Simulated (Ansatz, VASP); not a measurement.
**N in VASP and in Ansatz**

```
N
1.0
     0.00000    1.58877    1.58877
     1.58877    0.00000    1.58877
     1.58877    1.58877    0.00000
N
1
Direct
  0.00000 0.00000 0.00000
```

Alike in both runs: task single point; functional PBE; k mesh 22 × 22 × 22; occupations gaussian, width 0.1 eV; no spin polarisation.

```csv
,VASP,Ansatz
version,VASP 6.6.1,Ansatz 0.2.0
potentials or method,"VASP PAW PBE potentials, release 64 (N), cutoff 520 eV","scalar-relativistic, plane waves, PAW"
valence electrons in the cell,5,5
```

|  | VASP | Ansatz | Ansatz less VASP |
| --- | --- | --- | --- |
| gap on the k mesh at the Fermi level (eV) | none | none | - |
| pressure (GPa) | -8.8 | -8.6 | +0.23 |

A gap of «none» marks a metal or a gap that the smearing closes. The functional is the same, so the differences come from potentials, cutoffs and numerics. Ansatz's warnings: negative dielectric reading.
